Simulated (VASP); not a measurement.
# BaTiO3 (P4mm) in VASP: notebook, part 2 of 2

VASP 6.6.1. Earlier steps stand in the parts before.

**4. Single point, PBE (strain +0.015 along x and y, +0.030 along z)**

Input file INCAR:

```
SYSTEM = BaTiO3
ALGO     = Normal         ! electronic algorithm
EDIFF    = 1E-6           ! SCF threshold, eV
ENCUT    = 1340           ! plane-wave cutoff, eV
GGA      = PE             ! functional
GGA_COMPAT= .FALSE.      
ISIF     = 2              ! what is computed and relaxed
ISMEAR   = 0              ! smearing method
LASPH    = .TRUE.         ! aspherical terms in the spheres
LCHARG   = .FALSE.        ! write CHGCAR
LREAL    = .FALSE.        ! projectors in reciprocal space
LWAVE    = .FALSE.        ! write WAVECAR
NBANDS   = 28             ! bands
NELM     = 120            ! most SCF steps
PREC     = Accurate       ! precision mode
SIGMA    = 0.05           ! smearing width, eV
```

Input file KPOINTS:

```
k-points
0
G
  8 8 6
  0 0 0
```

Input file POSCAR:

```
BaTiO3
1.0
    4.0451339662      0.0000000000      0.0000000000
    0.0000000000      4.0451339662      0.0000000000
    0.0000000000      0.0000000000      4.3278614634
Ba Ti O
1 1 3
Direct
    0.0000000000      0.0000000000      0.9863187693
    0.5000000000      0.5000000000      0.4690806688
    0.5000000000      0.5000000000      0.0378497747
    0.5000000000      0.0000000000      0.5173753936
    0.0000000000      0.5000000000      0.5173753936
```

The run is started by

```sh
cat potpaw_PBE.64/Ba_sv/POTCAR potpaw_PBE.64/Ti_sv/POTCAR potpaw_PBE.64/O_h/POTCAR > POTCAR
mpirun -np 1 vasp_std > vasp.out
```

It took 5.5 min on 1 thread of Intel Xeon Platinum 8559C (Emerald Rapids), shared host; peak memory 0.68 GiB.

Results (log left out):

* Free energy: -39.9966 eV
* Pressure: -6.9 GPa
* Largest force: 0.869 eV/Å
* Band gap on the k mesh: 1.66 eV (least direct gap 2.25 eV)

Forces on the atoms (eV/Å):
```
Ba   0.000  0.000 -0.048
Ti   0.000  0.000 -0.717
O    0.000  0.000  0.869
O    0.000  0.000 -0.052
O    0.000  0.000 -0.052
```

Stress tensor (GPa, compression positive):
```
-6.29  0.00  0.00
 0.00 -6.29  0.00
 0.00  0.00 -8.01
```

Levels at points of the mesh, in eV from the valence-band top:
```csv
k point,band 18,band 19,band 20,band 21,band 22,band 23
"(0.00, 0.00, 0.00)",-0.99,-0.59,-0.59,1.66,2.24,2.24
"(0.50, 0.00, 0.00)",-1.70,-1.58,-1.32,2.30,3.16,3.24
"(0.50, 0.50, 0.00)",-1.13,-1.13,-0.05,3.26,3.26,3.61
"(0.00, 0.00, 0.50)",-1.85,-0.73,-0.73,1.76,3.07,3.07
"(0.50, 0.00, 0.50)",-1.24,-1.14,-0.54,3.08,3.20,3.37
"(0.50, 0.50, 0.50)",-0.48,-0.48,0.00,3.57,3.57,3.74
```

Caveat: the cell differs from its parent crystal (strain +0.015 along x and y, +0.030 along z); the cell stands under tension; spin-orbit coupling is left out, which moves the levels of the heavy elements. A k mesh can miss the band edges.

**5. Single point, PBE (strain +0.015 along x and y, -0.015 along z)**

Input file INCAR:

```
PREC = Accurate
ENCUT = 1340
EDIFF = 1E-6
ISMEAR = 0
SIGMA = 0.05
LREAL = False
LASPH = True
NELM = 120
ALGO = Normal
ISIF = 2
LWAVE = False
LCHARG = False
GGA = PE
NBANDS = 28
GGA_COMPAT = False
```

Input file KPOINTS:

```
regular mesh
0
Gamma
  8 8 6
```

Edit POSCAR of step 4 so:

```diff
@@ -4,3 +4,3 @@
     0.0000000000      4.0451339662      0.0000000000
-    0.0000000000      0.0000000000      4.3278614634
+    0.0000000000      0.0000000000      4.1387801373
 Ba Ti O
```

Potentials or basis: VASP PAW PBE potentials, release 64 (Ba_sv, Ti_sv, O_h).

The run is started by

```sh
cat potpaw_PBE.64/Ba_sv/POTCAR potpaw_PBE.64/Ti_sv/POTCAR potpaw_PBE.64/O_h/POTCAR > POTCAR
mpirun -np 1 vasp_std > vasp.out
```

OUTCAR:

```text
PREC = Accurate
   ENCUT = 1340
   EDIFF = 1E-6
   ISMEAR = 0
   LREAL = False
   LASPH = True
   NELM = 120
   ISIF = 2
   GGA = PE

 ion  position               nearest neighbor table
   1  0.000  0.000  0.986-   4 2.80   5 2.80   5 2.80   4 2.80   3 2.87   3 2.87   3 2.87   3 2.87
                             4 2.99   5 2.99   5 2.99   4 2.99   2 3.49   2 3.49   2 3.49   2 3.49
   2  0.500  0.500  0.469-   3 1.78   4 2.03   5 2.03   4 2.03   5 2.03   1 3.49   1 3.49   1 3.49
                             1 3.49   1 3.57   1 3.57   1 3.57   1 3.57
   3  0.500  0.500  0.038-   2 1.78   1 2.87   1 2.87   1 2.87   1 2.87
   4  0.500  0.000  0.517-   2 2.03   2 2.03   1 2.80   1 2.80   1 2.99   1 2.99
   5  0.000  0.500  0.517-   2 2.03   2 2.03   1 2.80   1 2.80   1 2.99   1 2.99

  LATTYP: Found a simple tetragonal cell.
 ALAT       =     4.0451339662
 C/A-ratio  =     1.0231503263

  Lattice vectors:

 A1 = (   4.0451339662,   0.0000000000,   0.0000000000)
 A2 = (   0.0000000000,   4.0451339662,   0.0000000000)
 A3 = (   0.0000000000,   0.0000000000,   4.1387801373)

Analysis of symmetry for initial positions (statically):
=====================================================================
 Subroutine PRICEL returns:
[... 174 lines left out ...]

  energy without entropy =      -40.05177960  energy(sigma->0) =      -40.05177960

 E-fermi :   4.1540     XC(G=0): -10.9505

 val. band max:        3.9271235228   @ k =   0.5000   0.5000   0.5000
 cond. band min:       5.7036906743   @ k =   0.0000   0.0000   0.0000
 fundamental gap:      1.7765671515
 Fermi energy:         4.1539809954

 k-point     1 :       0.0000    0.0000    0.0000
  band No.  band energies     occupation
      1     -52.7305      2.00000
      2     -29.0803      2.00000
      3     -28.9160      2.00000
      4     -28.9160      2.00000
      5     -21.2403      2.00000
      6     -13.0323      2.00000
[... 733 lines left out ...]
     27      11.5009      0.00000
     28      12.2634      0.00000

 [... further k-points ...]
[... 5 lines left out ...]
  --------------------------------------------------------------------------------------
  -------------------------------------------------------------------------------------
  Total       -1.0612688     -1.0612688      1.1191929      0.0000000      0.0000000      0.0000000
  in kB      -25.1071717    -25.1071717     26.4775237      0.0000000      0.0000000      0.0000000
  external PRESSURE =      -7.9122732 kB  Pullay stress =       0.0000000 kB

 VOLUME and BASIS-vectors are now :
 -----------------------------------------------------------------------------
  energy-cutoff  :     1340.00
  volume of cell :       67.72
      direct lattice vectors                 reciprocal lattice vectors
     4.045133966  0.000000000  0.000000000     0.247210601  0.000000000  0.000000000
     0.000000000  4.045133966  0.000000000     0.000000000  0.247210601  0.000000000
     0.000000000  0.000000000  4.138780137     0.000000000  0.000000000  0.241617087

 POSITION                                       TOTAL-FORCE (eV/Angst)
 -----------------------------------------------------------------------------------
      0.00000      0.00000      4.08216         0.000000      0.000000      0.063502
      2.02257      2.02257      1.94142         0.000000     -0.000000      0.433181
      2.02257      2.02257      0.15665        -0.000000      0.000000     -0.393410
      2.02257      0.00000      2.14130         0.000000      0.000000     -0.051637
      0.00000      2.02257      2.14130         0.000000      0.000000     -0.051637
 -----------------------------------------------------------------------------------
    total drift:                                0.000000      0.000000      0.000553

  FREE ENERGIE OF THE ION-ELECTRON SYSTEM (eV)
  ---------------------------------------------------
  free  energy   TOTEN  =       -40.0517795972 eV

  energy  without entropy=      -40.0517795972  energy(sigma->0) =      -40.05177960
```

stdout:

```text
POSCAR found type information on POSCAR BaTiO
 POSCAR found :  3 types and       5 ions
 scaLAPACK will be used
 LDA part: xc-table for (Slater+PW92), standard interpolation
 POSCAR, INCAR and KPOINTS ok, starting setup
 FFT: planning ... GRIDC
 FFT: planning ... GRID_SOFT
 FFT: planning ... GRID
 WAVECAR not read
 entering main loop
```

Run time: 7.5 min. Hardware: 1 thread of Intel Xeon Platinum 8259CL at 2.50GHz (Skylake/Cascade Lake), shared host; peak memory 0.66 GiB.

Results:

- Free energy: -40.0518 eV
- Pressure: -0.8 GPa
- Largest force: 0.433 eV/Å
- Band gap on the k mesh: 1.78 eV (least direct gap 2.29 eV)

Forces on the atoms (eV/Å):
```
Ba   0.000  0.000  0.064
Ti   0.000  0.000  0.433
O    0.000  0.000 -0.393
O    0.000  0.000 -0.052
O    0.000  0.000 -0.052
```

Caveat: the cell differs from its parent crystal (strain +0.015 along x and y, -0.015 along z); the stress differs along the axes, from -3 to 3 GPa; spin-orbit coupling is left out, which moves the levels of the heavy elements. A k mesh can miss the band edges.

**6. The runs side by side**

```tsv
cell	gap on the mesh (eV)	pressure (GPa)	largest force (eV/Å)
a = 4.105, b = 4.105, c = 4.265 Å, 5 atoms	1.64	-8.7	0.63
a = 3.926, b = 3.926, c = 4.265 Å, 5 atoms	1.81	4.2	0.32
a = 4.045, b = 4.045, c = 4.328 Å, 5 atoms	1.66	-6.9	0.87
a = 4.045, b = 4.045, c = 4.139 Å, 5 atoms	1.78	-0.8	0.43
```

Alike in all rows: task single point; level PBE; potentials or basis VASP PAW PBE potentials, release 64 (Ba_sv, Ti_sv, O_h); no spin polarisation; k mesh 8 × 8 × 6; cutoff (eV) 1340; smearing gaussian 0.05 eV.

Caveats: spin-orbit coupling is left out, which moves the levels of the heavy elements; the cell stands under tension (at least some runs); the stress differs along the axes, from 0 to 6 GPa (at least some runs); the stress differs along the axes, from -3 to 3 GPa (at least some runs).

Absolute energies hang on the potentials; compare differences alone.
